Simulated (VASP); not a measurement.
Write the native input for VASP 6.6.1 that does the following.

- Task: single point
- Functional: PBEsol
- Potentials or basis: VASP PAW PBE potentials, release 64 (Ba_sv, Te)
- Cutoff: 520 eV
- k mesh: 8 × 8 × 8
- Occupations: gaussian, width 0.02 eV
- Spin: no spin polarisation
- Dipole correction: no
- Further INCAR settings: ALGO = Normal; EDIFF = 1e-06; NBANDS = 15

The structure of BaTe lies in POSCAR:

```
BaTe
1.0
   -0.0066836000      3.5700654000      3.5556070000
    3.5256331000      0.0049445000      3.5439789000
    3.5291795000      3.5619837000      0.0013981000
Ba Te
1 1
Direct
   -0.0057815249      0.0358958944     -0.0061246334
    0.5057815249      0.4641041056      0.5061246334
```

This cell differs from its parent crystal: atoms moved at random and the cell strained at random.

These files were run (other wordings do the same):

INCAR

```
PREC = Accurate
ENCUT = 520
EDIFF = 1E-6
ISMEAR = 0
SIGMA = 0.02
LREAL = F
LASPH = T
NELM = 100
ALGO = Normal
ISIF = 2
LWAVE = F
LCHARG = T
GGA = PS
LELF = T
LVHAR = T
NBANDS = 15
```

KPOINTS

```
regular mesh
0
Gamma
  8 8 8
```

Potentials or basis: VASP PAW PBE potentials, release 64 (Ba_sv, Te).

The run is started by

```console
$ cat potpaw_PBE.64/Ba_sv/POTCAR potpaw_PBE.64/Te/POTCAR > POTCAR
$ mpirun -np 1 vasp_std > vasp.out
```

It gave:

```
Pressure               : -0.8 GPa
Largest force          : 0.591 eV/Å
Band gap on the k mesh : 1.78 eV, indirect (least direct gap 2.06 eV)
```

Caveat: the cell differs from its parent crystal (atoms moved at random and the cell strained at random); the PAW data sets were made with another functional, which shifts forces and pressure a little; spin-orbit coupling is left out, which moves the levels of the heavy elements.

Wall time 5.7 min on 1 thread of AMD EPYC 7R43 64-Core Processor (Zen 3), with other jobs on the host, peak memory 0.48 GiB.
